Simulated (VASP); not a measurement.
# BeCdO2 (P6_3/mmc) in VASP: relaxation of cell and atoms with PBE

Aim: the relaxation of cell and atoms of BeCdO2 with PBE.

Program: VASP 6.6.1. These are calculated values, not measurements. Logs are shortened: lines on timing, memory, paths and dates and some standing lists are left out, and cuts for length are marked.

### Step 1. The cell of the first run

The structure is hexagonal, space group P6_3/mmc (No. 194). The conventional cell has a = 2.824 Å, b = 2.824 Å, c = 12.637 Å, α = 90.00°, β = 90.00°, γ = 120.00°. Be (site symmetry -6m2) has 6 O at 2.64 Å and 6 Be at 2.82 Å and 6 Cd at 3.56 Å within 3.6 Å. Cd (site symmetry -3m) has 6 O at 1.96 Å within 2.6 Å. Within 2.9 Å of O (site symmetry 3m) lie 3 Cd at 1.96 Å and 3 Be at 2.64 Å and 9 O at 2.72 to 2.82 Å.

### Step 2. Relaxation of cell and atoms, PBE

The input, INCAR:

```
PREC = Accurate
ENCUT = 700
EDIFF = 1E-7
ISMEAR = 0
SIGMA = 0.1
LREAL = F
LASPH = T
NELM = 120
ALGO = Normal
ISIF = 3
LWAVE = F
LCHARG = F
GGA = PE
IBRION = 2
NSW = 90
EDIFFG = -0.04
GGA_COMPAT = F
NELMIN = 4
```

The input, KPOINTS:

```
regular mesh
0
Gamma
  6 6 2
```

The input, POSCAR:

```
BeCdO2
1.0
    2.8236812147      0.0000000000      0.0000000000
   -1.4118406073      2.4453796641      0.0000000000
    0.0000000000      0.0000000000     12.6374543873
Be Cd O
2 2 4
Direct
    0.3333333333      0.6666666667      0.7500000000
    0.6666666667      0.3333333333      0.2500000000
    0.0000000000      0.0000000000      0.5000000000
    0.0000000000      0.0000000000      0.0000000000
    0.3333333333      0.6666666667      0.4140000000
    0.6666666667      0.3333333333      0.9140000000
    0.6666666667      0.3333333333      0.5860000000
    0.3333333333      0.6666666667      0.0860000000
```

Potentials or basis: VASP PAW PBE potentials, release 64 (Be, Cd_sv_GW, O).

On the command line:

```console
$ cat potpaw_PBE.64/Be/POTCAR potpaw_PBE.64/Cd_sv_GW/POTCAR potpaw_PBE.64/O/POTCAR > POTCAR
$ mpirun -np 1 vasp_std > vasp.out
```

OUTCAR:

```text
PREC = Accurate
   ENCUT = 700
   EDIFF = 1E-7
   ISMEAR = 0
   LREAL = F
   LASPH = T
   NELM = 120
   ISIF = 3
   GGA = PE
   IBRION = 2
   NSW = 90
   EDIFFG = -0.04
   NELMIN = 4

 ion  position               nearest neighbor table
   1  0.333  0.667  0.750-
   2  0.667  0.333  0.250-
   3  0.000  0.000  0.500-   5 1.96   7 1.96   5 1.96   7 1.96   7 1.96   5 1.96
   4  0.000  0.000  0.000-   6 1.96   8 1.96   8 1.96   6 1.96   6 1.96   8 1.96
   5  0.333  0.667  0.414-   3 1.96   3 1.96   3 1.96
   6  0.667  0.333  0.914-   4 1.96   4 1.96   4 1.96
   7  0.667  0.333  0.586-   3 1.96   3 1.96   3 1.96
   8  0.333  0.667  0.086-   4 1.96   4 1.96   4 1.96

  LATTYP: Found a hexagonal cell.
 ALAT       =     2.8236812147
 C/A-ratio  =     4.4755244755

  Lattice vectors:

 A1 = (   2.8236812147,   0.0000000000,   0.0000000000)
 A2 = (  -1.4118406073,   2.4453796641,   0.0000000000)
 A3 = (   0.0000000000,   0.0000000000,  12.6374543873)

Analysis of symmetry for initial positions (statically):
=====================================================================
 Subroutine PRICEL returns:
 Original cell was already a primitive cell.

 Routine SETGRP: Setting up the symmetry group for a
 hexagonal supercell.

 Subroutine GETGRP returns: Found 24 space group operations
 (whereof 12 operations were pure point group operations)
 out of a pool of 24 trial point group operations.

The static configuration has the point symmetry D_3d.
 The point group associated with its full space group is D_6h.

Analysis of symmetry for dynamics (positions and initial velocities):
=====================================================================
 Subroutine PRICEL returns:
 Original cell was already a primitive cell.

 Routine SETGRP: Setting up the symmetry group for a
 hexagonal supercell.

 Subroutine GETGRP returns: Found 24 space group operations
 (whereof 12 operations were pure point group operations)
 out of a pool of 24 trial point group operations.

The dynamic configuration has the point symmetry D_3d.
 The point group associated with its full space group is D_6h.

 Subroutine INISYM returns: Found 24 space group operations
 (whereof 12 operations are pure point group operations),
 and found     1 'primitive' translations

----------------------------------------------------------------------------------------

                                     Primitive cell

  volume of cell :      87.2613

  direct lattice vectors                    reciprocal lattice vectors
     2.823681215  0.000000000  0.000000000     0.354147626  0.204467227  0.000000000
    -1.411840607  2.445379664  0.000000000     0.000000000  0.408934455  0.000000000
     0.000000000  0.000000000 12.637454387     0.000000000  0.000000000  0.079129860

  length of vectors
     2.823681215  2.823681215 12.637454387     0.408934455  0.408934455  0.079129860

  position of ions in fractional coordinates (direct lattice)
     0.333333333  0.666666667  0.750000000
     0.666666667  0.333333333  0.250000000
     0.000000000  0.000000000  0.500000000
     0.000000000  0.000000000  0.000000000
     0.333333333  0.666666667  0.414000000
     0.666666667  0.333333333  0.914000000
     0.666666667  0.333333333  0.586000000
     0.333333333  0.666666667  0.086000000

  ion indices of the primitive-cell ions
   primitive index   ion index
                 1           1
                 2           2
                 3           3
                 4           4
                 5           5
                 6           6
                 7           7
                 8           8

----------------------------------------------------------------------------------------

 KPOINTS: regular mesh

Automatic generation of k-mesh.
 Grid dimensions read from file:
 generate k-points for:    6    6    2

 Generating k-lattice:

  Cartesian coordinates                     Fractional coordinates (reciprocal lattice)
     0.059024604  0.034077871  0.000000000     0.166666667 -0.000000000  0.000000000
     0.000000000  0.068155742  0.000000000     0.000000000  0.166666667  0.000000000
     0.000000000  0.000000000  0.039564930     0.000000000  0.000000000  0.500000000

  Length of vectors
     0.068155742  0.068155742  0.039564930

  Shift w.r.t. Gamma in fractional coordinates (k-lattice)
     0.000000000  0.000000000  0.000000000

 Subroutine IBZKPT returns following result:
 ===========================================

 Found     14 irreducible k-points:

 Following reciprocal coordinates:
            Coordinates               Weight
  0.000000  0.000000  0.000000      1.000000
  0.166667  0.000000  0.000000      6.000000
  0.333333  0.000000  0.000000      6.000000
  0.500000  0.000000  0.000000      3.000000
  0.166667  0.166667  0.000000      6.000000
  0.333333  0.166667  0.000000     12.000000
  0.333333  0.333333  0.000000      2.000000
  0.000000  0.000000  0.500000      1.000000
  0.166667  0.000000  0.500000      6.000000
  0.333333  0.000000  0.500000      6.000000
  0.500000  0.000000  0.500000      3.000000
  0.166667  0.166667  0.500000      6.000000
  0.333333  0.166667  0.500000     12.000000
  0.333333  0.333333  0.500000      2.000000
   k-points           NKPTS =     14   k-points in BZ     NKDIM =     14   number of bands    NBANDS=     40
   number of dos      NEDOS =    301   number of ions     NIONS =      8
   total plane-waves  NPLWV =  64512
   dimension x,y,z NGX =    24 NGY =   24 NGZ =  112
   dimension x,y,z NGXF=    48 NGYF=   48 NGZF=  224
   ions per type =               2   2   4
   NGX,Y,Z   is equivalent  to a cutoff of  14.13, 14.13, 14.73 a.u.
   NGXF,Y,Z  is equivalent  to a cutoff of  28.26, 28.26, 29.47 a.u.
 SYSTEM =  unknown system
   PREC   = accura    normal or accurate (medium, high low for compatibility)
   ISTART =      0    job   : 0-new  1-cont  2-samecut
   ICHARG =      2    charge: 1-file 2-atom 10-const
   ISPIN  =      1    spin polarized calculation?
   LNONCOLLINEAR =      F non collinear calculations
   LSORBIT =      F    spin-orbit coupling
   LASPH  =      T    aspherical Exc in radial PAW
   ENCUT  =  700.0 eV  51.45 Ry    7.17 a.u.   6.09  6.09 27.26*2*pi/ulx,y,z
   NELM   =    120;   NELMIN=  4; NELMDL= -5     # of ELM steps
   EDIFF  = 0.1E-06   stopping-criterion for ELM
   LREAL  =      F    real-space projection
   EDIFFG = -.4E-01   stopping-criterion for IOM
   NSW    =     90    number of steps for IOM
   IBRION =      2    ionic relax: 0-MD 1-quasi-New 2-CG
   NFREE  =      1    steps in history (QN), initial steepest desc. (CG)
   ISIF   =      3    stress and relaxation
   ISYM   =      2    0-nonsym 1-usesym 2-fastsym
   POTIM  = 0.5000    time-step for ionic-motion
   TEBEG  =    0.0;   TEEND  =   0.0 temperature during run
   PSTRESS=    0.0 pullay stress
   NELECT =      68.0000    total number of electrons
   NUPDOWN=      -1.0000    fix difference up-down
   EMIN   =  10.00;   EMAX   =-10.00  energy-range for DOS
   EFERMI =   0.00;   METHOD = LEGACY
   ISMEAR =     0;   SIGMA  =   0.10  broadening in eV -4-tet -1-fermi 0-gaus
   EFERMI_NEDOS =   21; number of points for ismear=-14 and -15
   IALGO  =     38    algorithm
   IMIX   =      4    mixing-type and parameters
     AMIX     =   0.40;   BMIX     =  1.00
     AMIX_MAG =   1.60;   BMIX_MAG =  1.00
  volume/ion in A,a.u.               =      10.91        73.61
  Fermi-wavevector in a.u.,A,eV,Ry     =   1.506505  2.846882 30.879207  2.269558
  Thomas-Fermi vector in A             =   2.617214
   LORBIT       =      0    0 simple, 1 ext, 2 COOP (PROOUT), +10 PAW based schemes
   GGA     = PE    functional components
   LHFCALC =     F    Hartree Fock is set to
   AEXX    =    0.0000 exact exchange contribution
   IVDW    =     0    specifies the selected vdW correction
   LEPSILON=     F    determine dielectric tensor
   LRPA    =     F    only Hartree local field effects (RPA)
 conjugate gradient relaxation of ions
 non-spin polarized calculation
 Gauss-broadening in eV      SIGMA  =   0.10
  energy-cutoff  :      700.00
  volume of cell :       87.26
 maximum number of plane-waves:      3720
   NGX = 13   NGY = 13   NGZ = 55

--------------------------------------- Ionic step        1  -------------------------------------------

 number of electron      68.0000001 magnetization

 Free energy of the ion-electron system (eV)
  ---------------------------------------------------
  ext. energy  EPLUGINS =         0.00000000
  ---------------------------------------------------
  free energy    TOTEN  =       -22.20781756 eV

  energy without entropy =      -22.15610368  energy(sigma->0) =      -22.18196062

------------------------ aborting loop because EDIFF is reached ----------------------------------------

  FORCE on cell =-STRESS in cart. coord.  units (eV):
  Direction    XX          YY          ZZ          XY          YZ          ZX
  --------------------------------------------------------------------------------------
  -------------------------------------------------------------------------------------
  Total       38.0533714     38.0533714     17.9183843      0.0000000      0.0000000     -0.0000000
  in kB      698.6861923    698.6861923    328.9939159      0.0000000      0.0000000     -0.0000000
  external PRESSURE =     575.4554335 kB  Pullay stress =       0.0000000 kB
[... 71 lines left out ...]
--------------------------------------- Ionic step        3  -------------------------------------------

 number of electron      67.9999999 magnetization

 E-fermi :   2.2380     XC(G=0):  -9.8753

 val. band max:        2.2318187175   @ k =   0.0000   0.0000   0.0000
 cond. band min:       2.2486477693   @ k =   0.0000   0.0000   0.5000
 fundamental gap:      0.0168290517
 Fermi energy:         2.2379791082

 k-point     1 :       0.0000    0.0000    0.0000
  band No.  band energies     occupation
      1     -98.1898      2.00000
      2     -98.1898      2.00000
      3     -59.2990      2.00000
      4     -59.2990      2.00000
      5     -59.2989      2.00000
      6     -59.2989      2.00000
[... 626 lines left out ...]
  FREE ENERGIE OF THE ION-ELECTRON SYSTEM (eV)
  ---------------------------------------------------
  free  energy   TOTEN  =       -29.0111030845 eV

  energy  without entropy=      -28.9912143372  energy(sigma->0) =      -29.00115871

 E-fermi :   2.6043     XC(G=0): -10.2154

 val. band max:        2.5607350957   @ k =   0.0000   0.0000   0.0000
 cond. band min:       3.1225742031   @ k =   0.0000   0.0000   0.5000
 fundamental gap:      0.5618391073
 Fermi energy:         2.6043150690

 k-point     1 :       0.0000    0.0000    0.0000
  band No.  band energies     occupation
      1     -97.5737      2.00000
      2     -97.5737      2.00000
      3     -58.6765      2.00000
      4     -58.6765      2.00000
      5     -58.6764      2.00000
      6     -58.6764      2.00000
[... 591 lines left out ...]
     39       8.0503      0.00000
     40       8.0503      0.00000

[... ionic steps 4 to 16 ...]

--------------------------------------- Ionic step       17  -------------------------------------------

 number of electron      68.0000006 magnetization

------------------------ aborting loop because EDIFF is reached ----------------------------------------
[... 79 lines left out ...]
--------------------------------------- Ionic step       19  -------------------------------------------

 number of electron      68.0000003 magnetization

 Free energy of the ion-electron system (eV)
  ---------------------------------------------------
  ext. energy  EPLUGINS =         0.00000000
  ---------------------------------------------------
  free energy    TOTEN  =       -37.90054990 eV

  energy without entropy =      -37.90011344  energy(sigma->0) =      -37.90033167

 E-fermi :   5.9028     XC(G=0): -11.8375

 val. band max:        5.7494318895   @ k =   0.5000   0.0000   0.0000
 cond. band min:       6.0207859220   @ k =   0.0000   0.0000   0.0000
 fundamental gap:      0.2713540325
 Fermi energy:         5.9027801501

 k-point     1 :       0.0000    0.0000    0.0000
  band No.  band energies     occupation
      1     -95.8387      2.00000
      2     -95.8387      2.00000
      3     -56.9484      2.00000
      4     -56.9484      2.00000
      5     -56.9484      2.00000
      6     -56.9484      2.00000
[... 626 lines left out ...]
  FREE ENERGIE OF THE ION-ELECTRON SYSTEM (eV)
  ---------------------------------------------------
  free  energy   TOTEN  =       -37.9005499032 eV

  energy  without entropy=      -37.9001134371  energy(sigma->0) =      -37.90033167

 reached required accuracy - stopping structural energy minimisation
```

Wall time 31 min (1 thread of Intel Xeon Platinum 8259CL at 2.50GHz (Skylake/Cascade Lake), shared host); peak memory 0.3 GiB.

What came out:

| Property | Result |
| --- | --- |
| Free energy | -37.9005 eV |
| Relaxed volume | 9.95 Å³/atom |
| Relaxed cell | a = 2.892 Å, b = 2.892 Å, c = 10.989 Å, α = 90.00°, β = 90.00°, γ = 120.00° |
| Space group after relaxing (to 0.1 Å) | P6_3/mmc (No. 194) |
| Pressure after relaxing | 0.4 GPa |
| Largest force after relaxing | 0.020 eV/Å |
| Band gap on the k mesh | 0.27 eV (least direct gap 0.68 eV) |

Forces in eV/Å, atoms in the order of the input:
```
Be   0.000  0.000  0.000
Be   0.000  0.000  0.000
Cd   0.000  0.000  0.000
Cd   0.000  0.000  0.000
O    0.000  0.000 -0.020
O    0.000  0.000 -0.020
O    0.000  0.000  0.020
O    0.000  0.000  0.020
```

Final structure:
```yaml
crystal:
  lattice:
    - [2.89176, 0.00000, 0.00000]
    - [-1.44588, 2.50434, 0.00000]
    - [0.00000, 0.00000, 10.98921]
  atoms:
    - { symbol: Be, position: [0.33333, 0.66667, 0.75000] }
    - { symbol: Be, position: [0.66667, 0.33333, 0.25000] }
    - { symbol: Cd, position: [0.00000, 0.00000, 0.50000] }
    - { symbol: Cd, position: [0.00000, 0.00000, 0.00000] }
    - { symbol: O, position: [0.33333, 0.66667, 0.35176] }
    - { symbol: O, position: [0.66667, 0.33333, 0.85176] }
    - { symbol: O, position: [0.66667, 0.33333, 0.64824] }
    - { symbol: O, position: [0.33333, 0.66667, 0.14824] }
```

Caveat: the k points lie up to 0.42 Å⁻¹ apart in the final cell; semilocal functionals underestimate gaps, and a narrow one can read as zero.
